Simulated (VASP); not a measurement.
# HgTe (I-4m2) in VASP: settings compared

The runs below take HgTe through relaxation of cell and atoms, single point, with PBEsol+D4, PBE, PBEsol.

Everything below comes from runs of VASP 6.6.1. Logs are shortened: lines on timing, memory, paths and dates and some standing lists are left out, and cuts for length are marked.

## Step 1: The cell of the first run

The structure is tetragonal, space group I-4m2 (No. 119). Conventional cell: a = 6.091 Å, b = 6.091 Å, c = 3.119 Å, α = 90.00°, β = 90.00°, γ = 90.00°. Within 4.1 Å of Hg (site symmetry -4m2) lie 2 Hg at 3.12 Å and 8 Te at 3.14 to 3.84 Å. Within 4.1 Å of Te (site symmetry -4m2) lie 2 Te at 3.12 Å and 8 Hg at 3.14 to 3.84 Å.

## Step 2: Relaxation of cell and atoms, PBEsol+D4

INCAR

```
  PREC = Accurate
  ENCUT = 600
  EDIFF = 1E-6
  ISMEAR = -1
  SIGMA = 0.05
  LREAL = False
  LASPH = True
  NELM = 100
  ALGO = Normal
  ISIF = 3
  LWAVE = False
  LCHARG = False
  GGA = PS
  IVDW = 13
  IBRION = 2
  NSW = 60
  EDIFFG = -0.01
```

KPOINTS

```
Automatic mesh
0
Gamma
  10 10 10
```

POSCAR

```
HgTe
1.0
   -3.0456030000      3.0456030000      1.5594100000
    3.0456030000     -3.0456030000      1.5594100000
    3.0456030000      3.0456030000     -1.5594100000
Hg Te
1 1
Direct
    0.7500000000      0.2500000000      0.5000000000
    0.0000000000      0.0000000000      0.0000000000
```

Potentials or basis: VASP PAW PBE potentials, release 64 (Hg, Te).

On the command line:

```sh
cat potpaw_PBE.64/Hg/POTCAR potpaw_PBE.64/Te/POTCAR > POTCAR
mpirun -np 1 vasp_std > vasp.out
```

OUTCAR:

```text
PREC = Accurate
   ENCUT = 600
   EDIFF = 1E-6
   ISMEAR = -1
   LREAL = False
   LASPH = True
   NELM = 100
   ISIF = 3
   GGA = PS
   IVDW = 13
   IBRION = 2
   NSW = 60
   EDIFFG = -0.01

 ion  position               nearest neighbor table
   1  0.750  0.250  0.500-   2 3.14   2 3.14   2 3.14   2 3.14
   2  0.000  0.000  0.000-   1 3.14   1 3.14   1 3.14   1 3.14

  LATTYP: Found a body centered tetragonal cell.
 ALAT       =     6.0912060000
 C/A-ratio  =     0.5120201156

  Lattice vectors:

 A1 = (  -3.0456030000,   3.0456030000,   1.5594100000)
 A2 = (   3.0456030000,  -3.0456030000,   1.5594100000)
 A3 = (   3.0456030000,   3.0456030000,  -1.5594100000)

Analysis of symmetry for initial positions (statically):
=====================================================================
 Subroutine PRICEL returns:
 Original cell was already a primitive cell.

 Routine SETGRP: Setting up the symmetry group for a
 body centered tetragonal supercell.

 Subroutine GETGRP returns: Found  8 space group operations
 (whereof  8 operations were pure point group operations)
 out of a pool of 16 trial point group operations.

The static configuration has the point symmetry D_2d.

Analysis of symmetry for dynamics (positions and initial velocities):
=====================================================================
 Subroutine PRICEL returns:
 Original cell was already a primitive cell.

 Routine SETGRP: Setting up the symmetry group for a
 body centered tetragonal supercell.

 Subroutine GETGRP returns: Found  8 space group operations
 (whereof  8 operations were pure point group operations)
 out of a pool of 16 trial point group operations.

The dynamic configuration has the point symmetry D_2d.

 Subroutine INISYM returns: Found  8 space group operations
 (whereof  8 operations are pure point group operations),
 and found     1 'primitive' translations

----------------------------------------------------------------------------------------

                                     Primitive cell

  volume of cell :      57.8585

  direct lattice vectors                    reciprocal lattice vectors
    -3.045603000  3.045603000  1.559410000     0.000000000  0.164171102  0.320634086
     3.045603000 -3.045603000  1.559410000     0.164171102  0.000000000  0.320634086
     3.045603000  3.045603000 -1.559410000     0.164171102  0.164171102  0.000000000

  length of vectors
     4.580737366  4.580737366  4.580737366     0.360219888  0.360219888  0.232172999

  position of ions in fractional coordinates (direct lattice)
     0.750000000  0.250000000  0.500000000
     0.000000000  0.000000000  0.000000000

  ion indices of the primitive-cell ions
   primitive index   ion index
                 1           1
                 2           2

----------------------------------------------------------------------------------------

 KPOINTS: Automatic mesh

Automatic generation of k-mesh.
 Grid dimensions read from file:
 generate k-points for:   10   10   10

 Generating k-lattice:

  Cartesian coordinates                     Fractional coordinates (reciprocal lattice)
     0.000000000  0.016417110  0.032063409     0.100000000 -0.000000000  0.000000000
     0.016417110  0.000000000  0.032063409    -0.000000000  0.100000000  0.000000000
     0.016417110  0.016417110  0.000000000     0.000000000  0.000000000  0.100000000

  Length of vectors
     0.036021989  0.036021989  0.023217300

  Shift w.r.t. Gamma in fractional coordinates (k-lattice)
     0.000000000  0.000000000  0.000000000

 Subroutine IBZKPT returns following result:
 ===========================================

 Found    102 irreducible k-points:

 Following reciprocal coordinates:
            Coordinates               Weight
  0.000000  0.000000  0.000000      1.000000
  0.100000  0.000000  0.000000      8.000000
  0.200000  0.000000  0.000000      8.000000
  0.300000  0.000000  0.000000      8.000000
  0.400000  0.000000  0.000000      8.000000
  0.500000  0.000000  0.000000      4.000000
[... 16 lines left out ...]
  0.300000  0.300000  0.000000      8.000000
  0.400000  0.300000  0.000000     16.000000
 [... further k-points ...]
   k-points           NKPTS =    102   k-points in BZ     NKDIM =    102   number of bands    NBANDS=     13
   number of dos      NEDOS =    301   number of ions     NIONS =      2
   total plane-waves  NPLWV =  64000
   dimension x,y,z NGX =    40 NGY =   40 NGZ =   40
   dimension x,y,z NGXF=    80 NGYF=   80 NGZF=   80
   ions per type =               1   1
   NGX,Y,Z   is equivalent  to a cutoff of  14.52, 14.52, 14.52 a.u.
   NGXF,Y,Z  is equivalent  to a cutoff of  29.03, 29.03, 29.03 a.u.
 SYSTEM =  unknown system
   PREC   = accura    normal or accurate (medium, high low for compatibility)
   ISTART =      0    job   : 0-new  1-cont  2-samecut
   ICHARG =      2    charge: 1-file 2-atom 10-const
   ISPIN  =      1    spin polarized calculation?
   LNONCOLLINEAR =      F non collinear calculations
   LSORBIT =      F    spin-orbit coupling
   LASPH  =      T    aspherical Exc in radial PAW
   ENCUT  =  600.0 eV  44.10 Ry    6.64 a.u.   9.15  9.15  9.15*2*pi/ulx,y,z
   NELM   =    100;   NELMIN=  2; NELMDL= -5     # of ELM steps
   EDIFF  = 0.1E-05   stopping-criterion for ELM
   LREAL  =      F    real-space projection
   EDIFFG = -.1E-01   stopping-criterion for IOM
   NSW    =     60    number of steps for IOM
   IBRION =      2    ionic relax: 0-MD 1-quasi-New 2-CG
   NFREE  =      1    steps in history (QN), initial steepest desc. (CG)
   ISIF   =      3    stress and relaxation
   ISYM   =      2    0-nonsym 1-usesym 2-fastsym
   POTIM  = 0.5000    time-step for ionic-motion
   TEBEG  =    0.0;   TEEND  =   0.0 temperature during run
   PSTRESS=    0.0 pullay stress
   NELECT =      18.0000    total number of electrons
   NUPDOWN=      -1.0000    fix difference up-down
   EMIN   =  10.00;   EMAX   =-10.00  energy-range for DOS
   EFERMI =   0.00;   METHOD = LEGACY
   ISMEAR =    -1;   SIGMA  =   0.05  broadening in eV -4-tet -1-fermi 0-gaus
   EFERMI_NEDOS =   21; number of points for ismear=-14 and -15
   IALGO  =     38    algorithm
   IMIX   =      4    mixing-type and parameters
     AMIX     =   0.40;   BMIX     =  1.00
     AMIX_MAG =   1.60;   BMIX_MAG =  1.00
  volume/ion in A,a.u.               =      28.93       195.22
  Fermi-wavevector in a.u.,A,eV,Ry     =   1.109286  2.096246 16.742166  1.230515
  Thomas-Fermi vector in A             =   2.245823
   LORBIT       =      0    0 simple, 1 ext, 2 COOP (PROOUT), +10 PAW based schemes
   GGA     = PS    functional components
   LHFCALC =     F    Hartree Fock is set to
   AEXX    =    0.0000 exact exchange contribution
   IVDW    =    13    specifies the selected vdW correction
   LEPSILON=     F    determine dielectric tensor
   LRPA    =     F    only Hartree local field effects (RPA)
 conjugate gradient relaxation of ions
 non-spin polarized calculation
  energy-cutoff  :      600.00
  volume of cell :       57.86
 maximum number of plane-waves:      1946
 NGX is ok and might be reduce to    40
   NGX = 19   NGY = 19   NGZ = 19

--------------------------------------- Ionic step        1  -------------------------------------------

 number of electron      17.9999999 magnetization

 Free energy of the ion-electron system (eV)
  ---------------------------------------------------
  ext. energy  EPLUGINS =         0.00000000
  ---------------------------------------------------
  free energy    TOTEN  =        -4.04695664 eV

  energy without entropy =       -4.03677080  energy(sigma->0) =       -4.04186372

 E-fermi :   4.2262     XC(G=0):  -9.9928

 val. band max:        4.2168171537   @ k =   0.2000   0.1000  -0.0000
 cond. band min:       4.2523004870   @ k =  -0.4000   0.5000   0.1000
 fundamental gap:      0.0354833333
 Fermi energy:         4.2262478639

 k-point     1 :       0.0000    0.0000    0.0000
  band No.  band energies     occupation
      1      -8.1834      2.00000
      2      -3.1475      2.00000
      3      -2.4368      2.00000
      4      -2.3576      2.00000
      5      -1.9268      2.00000
      6      -1.9268      2.00000
      7       0.7736      2.00000
      8       1.8390      2.00000
      9       1.8390      2.00000
     10       7.7584      0.00000
     11       8.8214      0.00000
     12      11.1312      0.00000
[... 863 lines left out ...]
 k-point    24 :       0.4000    0.3000    0.0000
  band No.  band energies     occupation
      1      -5.7078      2.00000
      2      -1.8046      2.00000
      3      -1.6500      2.00000
      4      -1.3321      2.00000
      5      -1.2412      2.00000
      6      -1.1072      2.00000
      7       0.1116      2.00000
      8       2.6841      2.00000
      9       4.5783      2.00000
     10       7.0742      0.00000
     11       8.7332      0.00000
     12      11.2821      0.00000
     13      12.1159      0.00000

 [... further k-points ...]

[... ionic steps 4 to 8 ...]

--------------------------------------- Ionic step        9  -------------------------------------------

 number of electron      18.0000001 magnetization

------------------------ aborting loop because EDIFF is reached ----------------------------------------

  DFT-D4 for vdW energy calculation

  Edisp (eV):   -0.58163
[... 69 lines left out ...]
  energy  without entropy=       -4.7194234688  energy(sigma->0) =       -4.72179457

--------------------------------------- Ionic step       11  -------------------------------------------

 number of electron      18.0000001 magnetization

 Free energy of the ion-electron system (eV)
  ---------------------------------------------------
  ext. energy  EPLUGINS =         0.00000000
  ---------------------------------------------------
  free energy    TOTEN  =        -4.14273614 eV

  energy without entropy =       -4.13801151  energy(sigma->0) =       -4.14037383

 E-fermi :   5.5998     XC(G=0): -10.5245

 val. band max:        5.5976430447   @ k =  -0.2000  -0.2000   0.1000
 cond. band min:       5.6179675631   @ k =   0.2000   0.0000   0.0000
 fundamental gap:      0.0203245184
 Fermi energy:         5.5997528603

 k-point     1 :       0.0000    0.0000    0.0000
  band No.  band energies     occupation
      1      -7.6023      2.00000
      2      -2.1379      2.00000
      3      -1.6787      2.00000
      4      -1.5539      2.00000
      5      -1.1246      2.00000
      6      -1.1246      2.00000
      7       2.5358      2.00000
      8       2.9778      2.00000
      9       2.9778      2.00000
     10       8.5416      0.00000
     11      10.2377      0.00000
     12      13.3814      0.00000
[... 402 lines left out ...]
  FREE ENERGIE OF THE ION-ELECTRON SYSTEM (eV)
  ---------------------------------------------------
  free  energy   TOTEN  =        -4.7241699219 eV

  energy  without entropy=       -4.7194452952  energy(sigma->0) =       -4.72180761

 reached required accuracy - stopping structural energy minimisation
```

Wall time 6 min (1 thread of AMD EPYC 9R45 (Zen 5), shared host); peak memory 0.3 GiB.

Results:

```
Free energy                           : -4.7242 eV
Relaxed volume                        : 25.93 Å³/atom
Relaxed cell                          : a = 4.346 Å, b = 4.346 Å, c = 4.346 Å, α = 97.62°, β = 97.62°, γ = 137.29°
Space group after relaxing (to 0.1 Å) : I-4m2 (No. 119)
Energy gained by relaxing             : 76.8 meV/atom
Ionic steps                           : 11
Pressure after relaxing               : 0.0 GPa
Band gap on the k mesh                : zero (bands 9 and 10 overlap by 4.25 eV)
Dispersion energy per atom            : -0.291 eV
```

The path:
```
step  energy change (eV)  largest force (eV/Å)  pressure (GPa)  volume (Å³)
   1              0.0000                0.0000           -4.58        57.86
   2             -0.1330                0.0000            0.96        51.17
   3             -0.1330                0.0000            0.92        51.20
   4             -0.1519                0.0000            0.81        51.23
   5             -0.1520                0.0000            0.80        51.23
   6             -0.1532                0.0000           -0.34        52.18
   7             -0.1536                0.0000           -0.07        51.87
   8             -0.1535                0.0000            0.06        51.82
   9             -0.1536                0.0000            0.05        51.84
  10             -0.1536                0.0000            0.03        51.86
  11             -0.1536                0.0000            0.02        51.86
```

Final structure:
```
Hg Te
1.0
    -2.86228    2.86228    1.58256
     2.86228   -2.86228    1.58256
     2.86228    2.86228   -1.58256
Hg Te
1 1
Cartesian
  0.0000 2.8623 0.7913
  0.0000 0.0000 0.0000
```

Levels at points of the mesh, in eV from the Fermi level:
```csv
k point,band 7,band 8,band 9,band 10,band 11,band 12
"(0.00, 0.00, 0.00)",-3.06,-2.62,-2.62,2.94,4.64,7.78
"(0.50, 0.00, 0.00)",-4.89,-2.32,-1.63,-0.59,3.44,3.58
"(0.50, 0.50, 0.00)",-6.56,-0.58,2.09,2.24,2.42,3.44
"(0.50, 0.50, 0.50)",-5.06,-5.06,-4.76,2.42,6.07,9.44
```

Caveat: the PAW data sets were made with another functional, which shifts forces and pressure a little; spin-orbit coupling is left out, which moves the levels of the heavy elements.

[end of part 1 of 2]
